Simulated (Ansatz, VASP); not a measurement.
## B: VASP beside Ansatz

```
B
1.0
     2.65967   -4.05385    0.11647
     2.65967    4.05385    0.11647
    -1.22737    0.00000    4.61132
B
12
Direct
  0.86095 0.45248 0.85273
  0.54752 0.13905 0.64727
  0.13905 0.54752 0.14727
  0.45248 0.86095 0.35273
  0.21983 0.45241 0.79979
  0.54759 0.78017 0.70021
  0.78017 0.54759 0.20021
  0.45241 0.21983 0.29979
  0.45917 0.28652 0.95847
  0.71348 0.54083 0.54153
  0.54083 0.71348 0.04153
  0.28652 0.45917 0.45847
```

Alike in both runs: functional PBE; k mesh 4 × 4 × 4; occupations gaussian, width 0.1 eV; no spin polarisation.

Ansatz relaxed the structure, and its values are those at the end. VASP's run is a single point on that final structure, the one shown.

|  | VASP | Ansatz |
| --- | --- | --- |
| version | VASP 6.6.1 | Ansatz 0.2.0 |
| potentials or method | VASP PAW PBE potentials, release 64 (B), cutoff 520 eV | scalar-relativistic, plane waves, PAW |
| valence electrons in the cell | 36 | 36 |

|  | VASP | Ansatz | Ansatz less VASP |
| --- | --- | --- | --- |
| gap on the k mesh at the Fermi level (eV) | none | none | - |
| pressure (GPa) | 0.0 | 0.0 | -0.02 |
| rms of the force components (eV/Å) | 0.008 | 0.006 | -0.0016 |

A gap of «none» marks a metal or a gap that the smearing closes. With one functional, cell and mesh, what is left measures potentials, basis and numerics.
